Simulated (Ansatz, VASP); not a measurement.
InP in VASP and in Ansatz

```
In P
1.0
     7.27733    0.00000    0.00000
     0.00000    7.27733    0.00000
     0.00000    0.00000    4.21543
In P
4 4
Direct
  0.67811 0.67811 0.00000
  0.82189 0.17811 0.50000
  0.32189 0.32189 0.00000
  0.17811 0.82189 0.50000
  0.81948 0.81948 0.50000
  0.68052 0.31948 0.00000
  0.18052 0.18052 0.50000
  0.31948 0.68052 0.00000
```

Alike in both runs: task single point; functional PBE; k mesh 4 × 4 × 4; occupations gaussian, width 0.1 eV; no spin polarisation.

|  | VASP | Ansatz |
| --- | --- | --- |
| version | VASP 6.6.1 | Ansatz 0.2.0 |
| potentials or method | VASP PAW PBE potentials, release 64 (In_d, P), cutoff 520 eV | scalar-relativistic, plane waves, PAW |
| valence electrons in the cell | 72 | 72 |

Ansatz gave:

```
gap on the k mesh at the Fermi level (eV)                     : 0.57
least direct gap on the mesh (eV)                             : 0.57
pressure (GPa)                                                : 0.0
traceless stress, the component that is largest in VASP (GPa) : 0.26
rms of the force components (eV/Å)                            : 0.007
```

Which values does VASP return?

gap on the k mesh at the Fermi level (eV): 0.57; least direct gap on the mesh (eV): 0.57; pressure (GPa): 0.0; traceless stress, the component that is largest in VASP (GPa): 0.25; rms of the force components (eV/Å): 0.005.

Atom by atom the forces differ by 0.002 eV/Å (rms over components). With one functional, cell and mesh, what is left measures potentials, basis and numerics.
